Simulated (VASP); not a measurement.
# BiB (Fm-3m) in VASP: a series of runs

BiB is run at these levels: PBE; tasks: single point.

Program: VASP 6.6.1. These are calculated values, not measurements. Logs are shortened: lines on timing, memory, paths and dates and some standing lists are left out, and cuts for length are marked.

### Step 1. The cell of the first run

It takes space group Fm-3m (No. 225, cubic). The conventional cell has a = 5.254 Å, b = 5.254 Å, c = 5.254 Å, α = 90.00°, β = 90.00°, γ = 90.00°. B (site symmetry m-3m) has 6 Bi at 2.63 Å within 3.5 Å. Within 3.5 Å of Bi (site symmetry m-3m) lie 6 B at 2.63 Å.

### Step 2. Single point, PBE

INCAR

```
SYSTEM = BiB
PREC = Accurate
ENCUT = 520
EDIFF = 1E-7
ISMEAR = -1
SIGMA = 0.02
LREAL = .FALSE.
LASPH = .TRUE.
NELM = 100
ALGO = Normal
ISIF = 2
LWAVE = .FALSE.
LCHARG = .TRUE.
GGA = PE
LELF = .TRUE.
LVHAR = .TRUE.
NBANDS = 16
```

KPOINTS

```
regular mesh
0
G
  6 6 6
  0 0 0
```

POSCAR

```
BiB
1.0
    0.0000000000      2.6268329274      2.6268329274
    2.6268329274      0.0000000000      2.6268329274
    2.6268329274      2.6268329274      0.0000000000
B Bi
1 1
Direct
    0.0000000000      0.0000000000      0.0000000000
    0.5000000000      0.5000000000      0.5000000000
```

Potentials or basis: VASP PAW PBE potentials, release 64 (B, Bi_d).

On the command line:

```sh
$ cat potpaw_PBE.64/B/POTCAR potpaw_PBE.64/Bi_d/POTCAR > POTCAR
$ mpirun -np 1 vasp_std > vasp.out
```

OUTCAR:

```text
SYSTEM = BiB
   PREC = Accurate
   ENCUT = 520
   EDIFF = 1E-7
   ISMEAR = -1
   LREAL = .FALSE.
   LASPH = .TRUE.
   NELM = 100
   ISIF = 2
   GGA = PE

 ion  position               nearest neighbor table
   1  0.000  0.000  0.000-   2 2.63   2 2.63   2 2.63   2 2.63   2 2.63   2 2.63
   2  0.500  0.500  0.500-   1 2.63   1 2.63   1 2.63   1 2.63   1 2.63   1 2.63

  LATTYP: Found a face centered cubic cell.
 ALAT       =     5.2536658548

  Lattice vectors:

 A1 = (   0.0000000000,   2.6268329274,   2.6268329274)
 A2 = (   2.6268329274,   0.0000000000,   2.6268329274)
 A3 = (   2.6268329274,   2.6268329274,   0.0000000000)

Analysis of symmetry for initial positions (statically):
=====================================================================
 Subroutine PRICEL returns:
 Original cell was already a primitive cell.

 Routine SETGRP: Setting up the symmetry group for a
 face centered cubic supercell.

 Subroutine GETGRP returns: Found 48 space group operations
 (whereof 48 operations were pure point group operations)
 out of a pool of 48 trial point group operations.

The static configuration has the point symmetry O_h .

Analysis of symmetry for dynamics (positions and initial velocities):
=====================================================================
 Subroutine PRICEL returns:
 Original cell was already a primitive cell.

 Routine SETGRP: Setting up the symmetry group for a
 face centered cubic supercell.

 Subroutine GETGRP returns: Found 48 space group operations
 (whereof 48 operations were pure point group operations)
 out of a pool of 48 trial point group operations.

The dynamic configuration has the point symmetry O_h .

 Subroutine INISYM returns: Found 48 space group operations
 (whereof 48 operations are pure point group operations),
 and found     1 'primitive' translations

----------------------------------------------------------------------------------------

                                     Primitive cell

  volume of cell :      36.2516

  direct lattice vectors                    reciprocal lattice vectors
     0.000000000  2.626832927  2.626832927    -0.190343282  0.190343282  0.190343282
     2.626832927  0.000000000  2.626832927     0.190343282 -0.190343282  0.190343282
     2.626832927  2.626832927  0.000000000     0.190343282  0.190343282 -0.190343282

  length of vectors
     3.714902752  3.714902752  3.714902752     0.329684235  0.329684235  0.329684235

  position of ions in fractional coordinates (direct lattice)
     0.000000000  0.000000000  0.000000000
     0.500000000  0.500000000  0.500000000

  ion indices of the primitive-cell ions
   primitive index   ion index
                 1           1
                 2           2

----------------------------------------------------------------------------------------

 KPOINTS: regular mesh

Automatic generation of k-mesh.
 Grid dimensions read from file:
 generate k-points for:    6    6    6

 Generating k-lattice:

  Cartesian coordinates                     Fractional coordinates (reciprocal lattice)
    -0.031723880  0.031723880  0.031723880     0.166666667  0.000000000  0.000000000
     0.031723880 -0.031723880  0.031723880     0.000000000  0.166666667  0.000000000
     0.031723880  0.031723880 -0.031723880     0.000000000  0.000000000  0.166666667

  Length of vectors
     0.054947372  0.054947372  0.054947372

  Shift w.r.t. Gamma in fractional coordinates (k-lattice)
     0.000000000  0.000000000  0.000000000

 Subroutine IBZKPT returns following result:
 ===========================================

 Found     16 irreducible k-points:

 Following reciprocal coordinates:
            Coordinates               Weight
  0.000000  0.000000  0.000000      1.000000
  0.166667  0.000000  0.000000      8.000000
  0.333333  0.000000  0.000000      8.000000
  0.500000  0.000000  0.000000      4.000000
  0.166667  0.166667  0.000000      6.000000
  0.333333  0.166667  0.000000     24.000000
[... 8 lines left out ...]
 -0.333333  0.333333  0.166667     24.000000
 -0.333333  0.500000  0.166667     12.000000
   k-points           NKPTS =     16   k-points in BZ     NKDIM =     16   number of bands    NBANDS=     16
   number of dos      NEDOS =    301   number of ions     NIONS =      2
   total plane-waves  NPLWV =  21952
   dimension x,y,z NGX =    28 NGY =   28 NGZ =   28
   dimension x,y,z NGXF=    56 NGYF=   56 NGZF=   56
   ions per type =               1   1
   NGX,Y,Z   is equivalent  to a cutoff of  12.53, 12.53, 12.53 a.u.
   NGXF,Y,Z  is equivalent  to a cutoff of  25.06, 25.06, 25.06 a.u.
 SYSTEM =  BiB
   PREC   = accura    normal or accurate (medium, high low for compatibility)
   ISTART =      0    job   : 0-new  1-cont  2-samecut
   ICHARG =      2    charge: 1-file 2-atom 10-const
   ISPIN  =      1    spin polarized calculation?
   LNONCOLLINEAR =      F non collinear calculations
   LSORBIT =      F    spin-orbit coupling
   LASPH  =      T    aspherical Exc in radial PAW
   ENCUT  =  520.0 eV  38.22 Ry    6.18 a.u.   6.91  6.91  6.91*2*pi/ulx,y,z
   NELM   =    100;   NELMIN=  2; NELMDL= -5     # of ELM steps
   EDIFF  = 0.1E-06   stopping-criterion for ELM
   LREAL  =      F    real-space projection
   EDIFFG = 0.1E-05   stopping-criterion for IOM
   NSW    =      0    number of steps for IOM
   IBRION =     -1    ionic relax: 0-MD 1-quasi-New 2-CG
   NFREE  =      0    steps in history (QN), initial steepest desc. (CG)
   ISIF   =      2    stress and relaxation
   ISYM   =      2    0-nonsym 1-usesym 2-fastsym
   POTIM  = 0.5000    time-step for ionic-motion
   TEBEG  =    0.0;   TEEND  =   0.0 temperature during run
   PSTRESS=    0.0 pullay stress
   NELECT =      18.0000    total number of electrons
   NUPDOWN=      -1.0000    fix difference up-down
   EMIN   =  10.00;   EMAX   =-10.00  energy-range for DOS
   EFERMI =   0.00;   METHOD = LEGACY
   ISMEAR =    -1;   SIGMA  =   0.02  broadening in eV -4-tet -1-fermi 0-gaus
   EFERMI_NEDOS =   21; number of points for ismear=-14 and -15
   IALGO  =     38    algorithm
   IMIX   =      4    mixing-type and parameters
     AMIX     =   0.40;   BMIX     =  1.00
     AMIX_MAG =   1.60;   BMIX_MAG =  1.00
  volume/ion in A,a.u.               =      18.13       122.32
  Fermi-wavevector in a.u.,A,eV,Ry     =   1.296353  2.449752 22.865007  1.680531
  Thomas-Fermi vector in A             =   2.427815
   LORBIT       =      0    0 simple, 1 ext, 2 COOP (PROOUT), +10 PAW based schemes
   GGA     = PE    functional components
   LHFCALC =     F    Hartree Fock is set to
   AEXX    =    0.0000 exact exchange contribution
   IVDW    =     0    specifies the selected vdW correction
   LEPSILON=     F    determine dielectric tensor
   LRPA    =     F    only Hartree local field effects (RPA)
 non-spin polarized calculation
  energy-cutoff  :      520.00
  volume of cell :       36.25
 maximum number of plane-waves:       987
   NGX = 13   NGY = 13   NGZ = 13

 number of electron      18.0000003 magnetization

 Free energy of the ion-electron system (eV)
  ---------------------------------------------------
  ext. energy  EPLUGINS =         0.00000000
  ---------------------------------------------------
  free energy    TOTEN  =        -8.16478717 eV

  energy without entropy =       -8.16272506  energy(sigma->0) =       -8.16375612

 E-fermi :   8.2727     XC(G=0): -10.9767

 val. band max:        8.1710727221   @ k =   0.0000   0.0000   0.0000
 cond. band min:       8.2776850889   @ k =   0.1667   0.0000   0.0000
 fundamental gap:      0.1066123668
 Fermi energy:         8.2727134079

 k-point     1 :       0.0000    0.0000    0.0000
  band No.  band energies     occupation
      1     -14.5743      2.00000
      2     -14.5743      2.00000
      3     -14.5743      2.00000
      4     -14.5420      2.00000
      5     -14.5420      2.00000
      6      -5.9376      2.00000
[... 8 lines left out ...]
     15      16.7079      0.00000
     16      16.7079      0.00000

 k-point     2 :       0.1667    0.0000    0.0000
  band No.  band energies     occupation
      1     -14.5721      2.00000
      2     -14.5673      2.00000
      3     -14.5673      2.00000
      4     -14.5393      2.00000
      5     -14.5393      2.00000
      6      -5.5074      2.00000
[... 8 lines left out ...]
     15      17.5174      0.00000
     16      17.5174      0.00000

 k-point     3 :       0.3333    0.0000    0.0000
  band No.  band energies     occupation
      1     -14.5801      2.00000
      2     -14.5801      2.00000
      3     -14.5687      2.00000
      4     -14.5067      2.00000
      5     -14.5067      2.00000
      6      -4.2828      2.00000
[... 8 lines left out ...]
     15      19.4776      0.00000
     16      19.4776      0.00000

 k-point     4 :       0.5000    0.0000    0.0000
  band No.  band energies     occupation
      1     -14.5891      2.00000
      2     -14.5891      2.00000
      3     -14.5676      2.00000
      4     -14.4876      2.00000
      5     -14.4876      2.00000
      6      -3.0998      2.00000
[... 8 lines left out ...]
     15      21.7843      0.00000
     16      21.7843      0.00000
[... 172 lines left out ...]
 k-point    14 :       0.5000    0.3333    0.1667
  band No.  band energies     occupation
      1     -14.5953      2.00000
      2     -14.5764      2.00000
      3     -14.5459      2.00000
      4     -14.4988      2.00000
      5     -14.4974      2.00000
      6      -3.2722      2.00000
[... 8 lines left out ...]
     15      21.1712      0.00000
     16      21.5663      0.00000

 k-point    15 :      -0.3333    0.3333    0.1667
  band No.  band energies     occupation
      1     -14.5988      2.00000
      2     -14.5573      2.00000
      3     -14.5319      2.00000
      4     -14.5305      2.00000
      5     -14.4811      2.00000
      6      -2.3148      2.00000
[... 8 lines left out ...]
     15      18.5639      0.00000
     16      22.6185      0.00000

 k-point    16 :      -0.3333    0.5000    0.1667
  band No.  band energies     occupation
      1     -14.6115      2.00000
      2     -14.5834      2.00000
      3     -14.5201      2.00000
      4     -14.5080      2.00000
      5     -14.4688      2.00000
      6      -1.9961      2.00000
[... 8 lines left out ...]
     15      20.3901      0.00000
     16      24.6832      0.00000

------------------------ aborting loop because EDIFF is reached ----------------------------------------

  FORCE on cell =-STRESS in cart. coord.  units (eV):
  Direction    XX          YY          ZZ          XY          YZ          ZX
  --------------------------------------------------------------------------------------
  -------------------------------------------------------------------------------------
  Total        0.2964151      0.2964151      0.2964151      0.0000000      0.0000000     -0.0000000
  in kB       13.1003688     13.1003688     13.1003688      0.0000000      0.0000000     -0.0000000
  external PRESSURE =      13.1003688 kB  Pullay stress =       0.0000000 kB

 VOLUME and BASIS-vectors are now :
 -----------------------------------------------------------------------------
  energy-cutoff  :      520.00
  volume of cell :       36.25
      direct lattice vectors                 reciprocal lattice vectors
     0.000000000  2.626832927  2.626832927    -0.190343282  0.190343282  0.190343282
     2.626832927  0.000000000  2.626832927     0.190343282 -0.190343282  0.190343282
     2.626832927  2.626832927  0.000000000     0.190343282  0.190343282 -0.190343282

 POSITION                                       TOTAL-FORCE (eV/Angst)
 -----------------------------------------------------------------------------------
      0.00000      0.00000      0.00000         0.000000      0.000000     -0.000000
      2.62683      2.62683      2.62683         0.000000      0.000000      0.000000
 -----------------------------------------------------------------------------------
    total drift:                                0.000000      0.000000      0.000000

  FREE ENERGIE OF THE ION-ELECTRON SYSTEM (eV)
  ---------------------------------------------------
  free  energy   TOTEN  =        -8.1647871735 eV

  energy  without entropy=       -8.1627250623  energy(sigma->0) =       -8.16375612
```

Wall time 5.8 s (1 thread of Intel Xeon 6975P-C (Granite Rapids), shared host); peak memory 0.15 GiB.

Results:

```
Free energy            : -8.1648 eV
Pressure               : 1.3 GPa
Band gap on the k mesh : zero (band 9 reaches 9.39 eV, above the bottom of band 10 at 5.36 eV)
```

Caveat: spin-orbit coupling is left out, which moves the levels of the heavy elements.

### Step 3. Single point, PBE

INCAR

```
PREC     = Accurate       # precision mode
ENCUT    = 520            # plane-wave cutoff, eV
EDIFF    = 1E-7           # SCF threshold, eV
ISMEAR   = -1             # smearing method
SIGMA    = 0.02           # smearing width, eV
LREAL    = F              # projectors in reciprocal space
LASPH    = T              # aspherical terms in the spheres
NELM     = 80             # most SCF steps
ALGO     = Normal         # electronic algorithm
ISIF     = 2              # what is computed and relaxed
LWAVE    = F              # write WAVECAR
LCHARG   = F              # write CHGCAR
GGA      = PE             # functional
NBANDS   = 16             # bands
```

KPOINTS

```
Automatic mesh
0
Gamma
  6 6 6
```

POSCAR is that of step 2.

Potentials or basis: VASP PAW PBE potentials, release 64 (B, Bi_d).

On the command line:

```sh
$ cat potpaw_PBE.64/B/POTCAR potpaw_PBE.64/Bi_d/POTCAR > POTCAR
$ mpirun -np 1 vasp_std > vasp.out
```

It took 6.2 s on 1 thread of Intel Xeon 6975P-C (Granite Rapids), shared host; peak memory 0.15 GiB.

It converged, with:

```
Free energy            : -8.1648 eV
Pressure               : 1.3 GPa
Band gap on the k mesh : zero (band 9 reaches 9.39 eV, above the bottom of band 10 at 5.36 eV)
```

Levels at points of the mesh, in eV from the Fermi level:
| k point | band 5 | band 6 | band 7 | band 8 | band 9 | band 10 | band 11 | band 12 | band 13 | band 14 |
| --- | --- | --- | --- | --- | --- | --- | --- | --- | --- | --- |
| (0.00, 0.00, 0.00) | -22.81 | -14.21 | -0.10 | -0.10 | -0.10 | 0.10 | 6.61 | 6.61 | 6.61 | 8.44 |
| (0.50, 0.00, 0.00) | -22.76 | -11.37 | -8.38 | 1.02 | 1.02 | 1.88 | 1.88 | 2.82 | 2.85 | 10.69 |
| (0.50, 0.50, 0.00) | -22.74 | -10.43 | -6.19 | -4.07 | -2.92 | -2.92 | 4.02 | 8.47 | 8.47 | 9.18 |

Caveat: spin-orbit coupling is left out, which moves the levels of the heavy elements.
